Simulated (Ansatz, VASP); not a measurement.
# KBr: VASP beside Ansatz

POSCAR

```
KBr
1.0
    5.6185814693      0.0000000000      0.0000000000
   -2.8092907347      4.8658342857      0.0000000000
    0.0000000000      0.0000000000      6.5538301001
K Br
2 2
Direct
    0.3333333333      0.6666666667     -0.0625000000
    0.6666666667      0.3333333333      0.4375000000
    0.3333333333      0.6666666667      0.4375000000
    0.6666666667      0.3333333333      0.9375000000
```

The input INCAR.step1:

```
SYSTEM = KBr
PREC     = Accurate       ! precision mode
ENCUT    = 520            ! plane-wave cutoff, eV
ISMEAR   = 0              ! smearing method
SIGMA    = 0.01           ! smearing width, eV
LREAL    = .FALSE.        ! projectors in reciprocal space
LASPH    = .TRUE.         ! aspherical terms in the spheres
NELM     = 100            ! most SCF steps
NBANDS   = 24             ! bands
GGA      = PE             ! functional
ALGO     = Normal         ! electronic algorithm
EDIFF    = 1E-4           ! SCF threshold, eV
LWAVE    = .TRUE.         ! write WAVECAR
LCHARG   = .FALSE.        ! write CHGCAR
```

The input INCAR.step2:

```
SYSTEM = KBr
PREC     = Accurate       ! precision mode
ENCUT    = 520            ! plane-wave cutoff, eV
EDIFF    = 1E-6           ! SCF threshold, eV
ISMEAR   = 0              ! smearing method
SIGMA    = 0.01           ! smearing width, eV
LREAL    = .FALSE.        ! projectors in reciprocal space
LASPH    = .TRUE.         ! aspherical terms in the spheres
NELM     = 100            ! most SCF steps
ALGO     = Normal         ! electronic algorithm
ISIF     = 2              ! what is computed and relaxed
LWAVE    = .FALSE.        ! write WAVECAR
LCHARG   = .TRUE.         ! write CHGCAR
METAGGA  = R2SCAN         ! meta-GGA
LMIXTAU  = .TRUE.       
LELF     = .TRUE.         ! ELF
LVHAR    = .TRUE.       
NBANDS   = 24             ! bands
ISTART   = 1
```

The input KPOINTS:

```
Automatic mesh
0
G
  6 6 4
  0 0 0
```

Input for Ansatz:

```yaml
crystal:
  lattice:
    - [5.6185814693, 0.0, 0.0]
    - [-2.8092907347, 4.8658342857, 0.0]
    - [0.0, 0.0, 6.5538301001]
  atoms:
    - { symbol: K, position: [0.3333333333, 0.6666666667, -0.0625] }
    - { symbol: K, position: [0.6666666667, 0.3333333333, 0.4375] }
    - { symbol: Br, position: [0.3333333333, 0.6666666667, 0.4375] }
    - { symbol: Br, position: [0.6666666667, 0.3333333333, 0.9375] }
kpoints:
  mp_grid: { grid: [6, 6, 4] }
  band_path:
    path:
      - [0.0, 0.0, 0.0]
      - [0.5, 0.0, 0.0]
      - [0.3333333333, 0.3333333333, 0.0]
      - [0.0, 0.0, 0.5]
      - [0.5, 0.0, 0.5]
      - [0.3333333333, 0.3333333333, 0.5]
    npoints: 1
hamiltonian:
  xc: r2scan
scf:
  occupations: { method: fixed }
  n_extra_bands: 5
output:
  forces: true
  stress: true
  eigenvalues: true
```

Alike in both runs: task single point; functional r2SCAN; k mesh 6 × 6 × 4; no spin polarisation.

|  | VASP | Ansatz |
| --- | --- | --- |
| version | VASP 6.6.1 | Ansatz 0.2.0 |
| potentials or method | VASP PAW PBE potentials, release 64 (K_sv, Br) | plane waves, PAW |
| plane-wave cutoff (eV) | 520 | 500 |
| occupations | gaussian, width 0.01 eV | fixed |
| valence electrons in the cell | 32 | 32 |

VASP gave:

```
gap on the k mesh at the Fermi level (eV) : 4.77
pressure (GPa)                            : 0.0
```

Task: What did Ansatz give for the same quantities?

Result: gap on the k mesh at the Fermi level (eV): 4.76; pressure (GPa): 0.0.

VASP's potentials were made for PBE, not for r2SCAN.
